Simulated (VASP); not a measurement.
# Li (Im-3m) in VASP: a series of runs

Li is run at these levels: PBEsol-based global hybrid with 25 % exact exchange; tasks: single point.

All numbers are computed with VASP 6.6.1; they aren't measurements. Logs are shortened: lines on timing, memory, paths and dates and some standing lists are left out, and cuts for length are marked.

## Step 1: The cell of the first run

It takes space group Im-3m (No. 229, cubic). Conventional cell: a = 3.438 Å, b = 3.438 Å, c = 3.438 Å, α = 90.00°, β = 90.00°, γ = 90.00°. Li (site symmetry m-3m) has 14 Li at 2.98 to 3.44 Å within 3.9 Å.

## Step 2: Single point, PBEsol-based global hybrid with 25 % exact exchange

POSCAR

```
Li
1.0
   -1.7188307657      1.7188307657      1.7188307657
    1.7188307657     -1.7188307657      1.7188307657
    1.7188307657      1.7188307657     -1.7188307657
Li
1
Direct
    0.0000000000      0.0000000000      0.0000000000
```

INCAR.step1

```
ALGO = Normal
EDIFF = 1E-5
ENCUT = 520
GGA = PE
ISIF = 2
ISMEAR = -1
LASPH = T
LCHARG = F
LREAL = F
LWAVE = T
NBANDS = 8
NELM = 60
PREC = Accurate
SIGMA = 0.05
```

INCAR.step2

```
AEXX = 0.25
ALGO = Normal
EDIFF = 1E-6
ENCUT = 520
GGA = PS
ISIF = 2
ISMEAR = -1
ISTART = 1
LASPH = T
LCHARG = F
LHFCALC = T
LREAL = F
LWAVE = F
NBANDS = 8
NELM = 60
PREC = Accurate
PRECFOCK = Normal
SIGMA = 0.05
```

KPOINTS

```
k-points
0
Gamma
  6 6 6
```

Potentials or basis: VASP PAW PBE potentials, release 64 (Li_sv).

Launch:

```console
$ cat potpaw_PBE.64/Li_sv/POTCAR > POTCAR
$ cp INCAR.step1 INCAR
$ mpirun -np 1 vasp_std > vasp.out
$ cp INCAR.step2 INCAR
$ mpirun -np 1 vasp_std > vasp.out
```

OUTCAR:

```text
AEXX = 0.25
   EDIFF = 1E-6
   ENCUT = 520
   GGA = PS
   ISIF = 2
   ISMEAR = -1
   ISTART = 1
   LASPH = T
   LHFCALC = T
   LREAL = F
   NELM = 60
   PREC = Accurate
   PRECFOCK = Normal

 ion  position               nearest neighbor table
   1  0.000  0.000  0.000-

  LATTYP: Found a body centered cubic cell.
 ALAT       =     3.4376615314

  Lattice vectors:

 A1 = (  -1.7188307657,   1.7188307657,   1.7188307657)
 A2 = (   1.7188307657,  -1.7188307657,   1.7188307657)
 A3 = (   1.7188307657,   1.7188307657,  -1.7188307657)

Analysis of symmetry for initial positions (statically):
=====================================================================
 Subroutine PRICEL returns:
 Original cell was already a primitive cell.

 Routine SETGRP: Setting up the symmetry group for a
 body centered cubic supercell.

 Subroutine GETGRP returns: Found 48 space group operations
 (whereof 48 operations were pure point group operations)
 out of a pool of 48 trial point group operations.

The static configuration has the point symmetry O_h .

Analysis of symmetry for dynamics (positions and initial velocities):
=====================================================================
 Subroutine PRICEL returns:
 Original cell was already a primitive cell.

 Routine SETGRP: Setting up the symmetry group for a
 body centered cubic supercell.

 Subroutine GETGRP returns: Found 48 space group operations
 (whereof 48 operations were pure point group operations)
 out of a pool of 48 trial point group operations.

The dynamic configuration has the point symmetry O_h .

 Subroutine INISYM returns: Found 48 space group operations
 (whereof 48 operations are pure point group operations),
 and found     1 'primitive' translations

----------------------------------------------------------------------------------------

                                     Primitive cell

  volume of cell :      20.3123

  direct lattice vectors                    reciprocal lattice vectors
    -1.718830766  1.718830766  1.718830766     0.000000000  0.290895421  0.290895421
     1.718830766 -1.718830766  1.718830766     0.290895421  0.000000000  0.290895421
     1.718830766  1.718830766 -1.718830766     0.290895421  0.290895421  0.000000000

  length of vectors
     2.977102216  2.977102216  2.977102216     0.411388250  0.411388250  0.411388250

  position of ions in fractional coordinates (direct lattice)
     0.000000000  0.000000000  0.000000000

  ion indices of the primitive-cell ions
   primitive index   ion index
                 1           1

----------------------------------------------------------------------------------------

 KPOINTS: k-points

Automatic generation of k-mesh.
 Grid dimensions read from file:
 generate k-points for:    6    6    6

 Generating k-lattice:

  Cartesian coordinates                     Fractional coordinates (reciprocal lattice)
     0.000000000  0.048482570  0.048482570     0.166666667  0.000000000  0.000000000
     0.048482570  0.000000000  0.048482570     0.000000000  0.166666667  0.000000000
     0.048482570  0.048482570  0.000000000     0.000000000  0.000000000  0.166666667

  Length of vectors
     0.068564708  0.068564708  0.068564708

  Shift w.r.t. Gamma in fractional coordinates (k-lattice)
     0.000000000  0.000000000  0.000000000

 Subroutine IBZKPT returns following result:
 ===========================================

 Found     16 irreducible k-points:

 Following reciprocal coordinates:
            Coordinates               Weight
  0.000000  0.000000  0.000000      1.000000
  0.166667  0.000000  0.000000     12.000000
  0.333333  0.000000  0.000000     12.000000
  0.500000  0.000000  0.000000      6.000000
  0.166667  0.166667  0.000000     24.000000
  0.333333  0.166667  0.000000     48.000000
[... 8 lines left out ...]
  0.500000  0.500000  0.333333     12.000000
  0.500000  0.500000  0.500000      1.000000
   k-points           NKPTS =     16   k-points in BZ     NKDIM =    216   number of bands    NBANDS=      8
   number of dos      NEDOS =    301   number of ions     NIONS =      1
   total plane-waves  NPLWV =  13824
   dimension x,y,z NGX =    24 NGY =   24 NGZ =   24
   dimension x,y,z NGXF=    48 NGYF=   48 NGZF=   48
   ions per type =               1
   NGX,Y,Z   is equivalent  to a cutoff of  13.40, 13.40, 13.40 a.u.
   NGXF,Y,Z  is equivalent  to a cutoff of  26.80, 26.80, 26.80 a.u.
 SYSTEM =  unknown system
   PREC   = accura    normal or accurate (medium, high low for compatibility)
   ISTART =      1    job   : 0-new  1-cont  2-samecut
   ICHARG =      0    charge: 1-file 2-atom 10-const
   ISPIN  =      1    spin polarized calculation?
   LNONCOLLINEAR =      F non collinear calculations
   LSORBIT =      F    spin-orbit coupling
   LASPH  =      T    aspherical Exc in radial PAW
   ENCUT  =  520.0 eV  38.22 Ry    6.18 a.u.   5.54  5.54  5.54*2*pi/ulx,y,z
   NELM   =     60;   NELMIN=  2; NELMDL=  0     # of ELM steps
   EDIFF  = 0.1E-05   stopping-criterion for ELM
   LREAL  =      F    real-space projection
   EDIFFG = 0.1E-04   stopping-criterion for IOM
   NSW    =      0    number of steps for IOM
   IBRION =     -1    ionic relax: 0-MD 1-quasi-New 2-CG
   NFREE  =      0    steps in history (QN), initial steepest desc. (CG)
   ISIF   =      2    stress and relaxation
   ISYM   =      3    0-nonsym 1-usesym 2-fastsym
   POTIM  = 0.5000    time-step for ionic-motion
   TEBEG  =    0.0;   TEEND  =   0.0 temperature during run
   PSTRESS=    0.0 pullay stress
   NELECT =       3.0000    total number of electrons
   NUPDOWN=      -1.0000    fix difference up-down
   EMIN   =  10.00;   EMAX   =-10.00  energy-range for DOS
   EFERMI =   0.00;   METHOD = LEGACY
   ISMEAR =    -1;   SIGMA  =   0.05  broadening in eV -4-tet -1-fermi 0-gaus
   EFERMI_NEDOS =   21; number of points for ismear=-14 and -15
   IALGO  =     38    algorithm
   IMIX   =      1    mixing-type and parameters
     AMIX     =   0.40;   BMIX     =  1.00
     AMIX_MAG =   1.60;   BMIX_MAG =  1.00
  volume/ion in A,a.u.               =      20.31       137.07
  Fermi-wavevector in a.u.,A,eV,Ry     =   0.865357  1.635288 10.188631  0.748843
  Thomas-Fermi vector in A             =   1.983589
   LORBIT       =      0    0 simple, 1 ext, 2 COOP (PROOUT), +10 PAW based schemes
   GGA     = PS    functional components
   LHFCALC =     T    Hartree Fock is set to
   PRECFOCK=normal    Normal, Fast or Accurate (Low or Medium for compatibility)
   ENCUT4O =  -1.0   cutoff for four orbital integrals eV
   NKREDX  =     1    reduce k-point grid by
   NKREDY  =     1    reduce k-point grid by
   NKREDZ  =     1    reduce k-point grid by
   AEXX    =    0.2500 exact exchange contribution
   HFSCREEN=    0.0000 screening length (either q_TF or 0.3 A-1)
   HFSCREENC=   0.0000 screening length for correlation (either q_TF or 0.3 A-1)
   ENCUTFOCK=  -1.0 apply spherical cutoff to Coloumb kernel
   IVDW    =     0    specifies the selected vdW correction
   LEPSILON=     F    determine dielectric tensor
   LRPA    =     F    only Hartree local field effects (RPA)
 non-spin polarized calculation
  energy-cutoff  :      520.00
  volume of cell :       20.31
 maximum number of plane-waves:       563
 NGX is ok and might be reduce to    24
  NGX = 18; NGY = 18; NGZ = 18

 number of electron       3.0000000 magnetization

 Free energy of the ion-electron system (eV)
  ---------------------------------------------------
  ext. energy  EPLUGINS =         0.00000000
  ---------------------------------------------------
  free energy    TOTEN  =        -2.12259279 eV

  energy without entropy =       -2.10736326  energy(sigma->0) =       -2.11497802

 E-fermi :   0.6998     XC(G=0):  -5.5474

 val. band max:       -0.1608113287   @ k =   0.1667   0.1667   0.1667
 cond. band min:       0.7123657687   @ k =   0.3333   0.1667   0.0000
 fundamental gap:      0.8731770973
 Fermi energy:         0.6997998133

 k-point     1 :       0.0000    0.0000    0.0000
  band No.  band energies     occupation
      1     -49.5720      2.00000
      2      -4.1785      2.00000
      3      16.4495      0.00000
      4      16.4495      0.00000
      5      16.4496      0.00000
      6      21.0904      0.00000
      7      21.0904      0.00000
      8      21.0904      0.00000

 k-point     2 :       0.1667    0.0000    0.0000
  band No.  band energies     occupation
      1     -49.5666      2.00000
      2      -3.5227      2.00000
      3      13.0759      0.00000
      4      14.6369      0.00000
      5      15.5739      0.00000
      6      18.1278      0.00000
      7      18.6413      0.00000
      8      20.9439      0.00000

 k-point     3 :       0.3333    0.0000    0.0000
  band No.  band energies     occupation
      1     -49.5557      2.00000
      2      -1.5094      2.00000
      3       7.7876      0.00000
      4      12.7703      0.00000
      5      14.1513      0.00000
      6      16.0041      0.00000
      7      18.6111      0.00000
      8      22.3952      0.00000

 k-point     4 :       0.5000    0.0000    0.0000
  band No.  band energies     occupation
      1     -49.5505      2.00000
      2       1.2793      0.00002
      3       4.5210      0.00000
      4      12.1135      0.00000
      5      13.5807      0.00000
      6      15.2916      0.00000
      7      18.9294      0.00000
      8      24.4081      0.00000

 k-point     5 :       0.1667    0.1667    0.0000
  band No.  band energies     occupation
      1     -49.5584      2.00000
      2      -2.1777      2.00000
      3      10.1050      0.00000
      4      11.3010      0.00000
      5      13.6770      0.00000
      6      18.5305      0.00000
      7      19.0978      0.00000
      8      21.9027      0.00000
[... 89 lines left out ...]
 k-point    14 :      -0.3333    0.3333    0.3333
  band No.  band energies     occupation
      1     -49.5445      2.00000
      2       1.8434      0.00000
      3       8.5112      0.00000
      4       8.5112      0.00000
      5      10.7610      0.00000
      6      14.1332      0.00000
      7      17.9061      0.00000
      8      24.9797      0.00000

 k-point    15 :       0.5000    0.5000    0.3333
  band No.  band energies     occupation
      1     -49.5409      2.00000
      2       4.3852      0.00000
      3       5.8751      0.00000
      4       7.8175      0.00000
      5      11.3884      0.00000
      6      13.3673      0.00000
      7      15.6214      0.00000
      8      25.0358      0.00000

 k-point    16 :       0.5000    0.5000    0.5000
  band No.  band energies     occupation
      1     -49.5374      2.00000
      2       7.1206      0.00000
      3       7.1206      0.00000
      4       7.1207      0.00000
      5       9.3046      0.00000
      6       9.3046      0.00000
      7      15.4379      0.00000
      8      30.5518      0.00000

------------------------ aborting loop because EDIFF is reached ----------------------------------------

  FORCE on cell =-STRESS in cart. coord.  units (eV):
  Direction    XX          YY          ZZ          XY          YZ          ZX
  --------------------------------------------------------------------------------------
  -------------------------------------------------------------------------------------
  Total        0.0409780      0.0409780      0.0409780      0.0000000     -0.0000000      0.0000000
  in kB        3.2322299      3.2322299      3.2322299      0.0000000     -0.0000000      0.0000000
  external PRESSURE =       3.2322299 kB  Pullay stress =       0.0000000 kB

 VOLUME and BASIS-vectors are now :
 -----------------------------------------------------------------------------
  energy-cutoff  :      520.00
  volume of cell :       20.31
      direct lattice vectors                 reciprocal lattice vectors
    -1.718830766  1.718830766  1.718830766     0.000000000  0.290895421  0.290895421
     1.718830766 -1.718830766  1.718830766     0.290895421  0.000000000  0.290895421
     1.718830766  1.718830766 -1.718830766     0.290895421  0.290895421  0.000000000

 POSITION                                       TOTAL-FORCE (eV/Angst)
 -----------------------------------------------------------------------------------
      0.00000      0.00000      0.00000         0.000000      0.000000      0.000000
 -----------------------------------------------------------------------------------
    total drift:                               -0.000000      0.000000      0.000000

  FREE ENERGIE OF THE ION-ELECTRON SYSTEM (eV)
  ---------------------------------------------------
  free  energy   TOTEN  =        -2.1225927862 eV

  energy  without entropy=       -2.1073632621  energy(sigma->0) =       -2.11497802
```

Run time: 84 s. Hardware: 1 thread of Intel Xeon Platinum 8259CL at 2.50GHz (Skylake/Cascade Lake), shared host; peak memory 0.13 GiB.

What came out:

```yaml
Free_energy: -2.1226 eV
Band_gap_on_the_k_mesh: zero (an odd number of electrons rules out a gap without spin polarisation)
```

Levels at points of the mesh, in eV from the Fermi level:
```
           k point  band 1  band 2  band 3  band 4  band 5
(0.00, 0.00, 0.00)  -50.27   -4.88   15.75   15.75   15.75
(0.50, 0.00, 0.00)  -50.25    0.58    3.82   11.41   12.88
(0.50, 0.50, 0.50)  -50.24    6.42    6.42    6.42    8.60
```

Caveat: the k points lie up to 0.43 Å⁻¹ apart, too coarse for converged energies and pressures of a metal; the cutoff is under 1.25 times the usual one of these potentials, so pressure, stress and relaxed cells hold a basis-set (Pulay) error; the PAW data sets were made with another functional, which shifts forces and pressure a little.

## Step 3: Single point, PBEsol-based global hybrid with 25 % exact exchange

This run uses another cell than the first one, of 20.74 Å³/atom.

POSCAR

```
Li
1.0
   -1.7309356065      1.7309356065      1.7309356065
    1.7309356065     -1.7309356065      1.7309356065
    1.7309356065      1.7309356065     -1.7309356065
Li
1
Direct
    0.0000000000      0.0000000000      0.0000000000
```

INCAR.step1

```
PREC = Accurate
ENCUT = 520
EDIFF = 1E-5
ISMEAR = -1
SIGMA = 0.05
LREAL = False
LASPH = True
NELM = 100
ALGO = Normal
ISIF = 2
LWAVE = True
LCHARG = False
NBANDS = 8
GGA = PE
```

INCAR.step2

```
PREC = Accurate
ENCUT = 520
EDIFF = 1E-6
ISMEAR = -1
SIGMA = 0.05
LREAL = False
LASPH = True
NELM = 100
ALGO = Normal
ISIF = 2
LWAVE = False
LCHARG = False
GGA = PS
LHFCALC = True
AEXX = 0.25
PRECFOCK = Normal
NBANDS = 8
ISTART = 1
```

KPOINTS

```
regular mesh
0
Gamma
  6 6 6
```

Potentials or basis: VASP PAW PBE potentials, release 64 (Li_sv).

Launch:

```console
$ cat potpaw_PBE.64/Li_sv/POTCAR > POTCAR
$ cp INCAR.step1 INCAR
$ mpirun -np 1 vasp_std > vasp.out
$ cp INCAR.step2 INCAR
$ mpirun -np 1 vasp_std > vasp.out
```

Wall time 83 s (1 thread of Intel Xeon Platinum 8259CL at 2.50GHz (Skylake/Cascade Lake), shared host); peak memory 0.13 GiB.

Results (log left out):

```
Free energy            : -2.1234 eV
Band gap on the k mesh : zero (an odd number of electrons rules out a gap without spin polarisation)
```

Levels at points of the mesh, in eV from the Fermi level:
```tsv
k point	band 1	band 2	band 3	band 4
(0.00, 0.00, 0.00)	-50.31	-4.84	15.53	15.53
(0.50, 0.00, 0.00)	-50.29	0.58	3.75	11.26
(0.50, 0.50, 0.50)	-50.28	6.34	6.34	6.34
```

Caveat: the k points lie up to 0.43 Å⁻¹ apart, too coarse for converged energies and pressures of a metal; the cutoff is under 1.25 times the usual one of these potentials, so pressure, stress and relaxed cells hold a basis-set (Pulay) error; the PAW data sets were made with another functional, which shifts forces and pressure a little.

(Part 1 of 2 ends here.)

The gap in the log of VASP goes by the Fermi energy; the results here count the filled bands.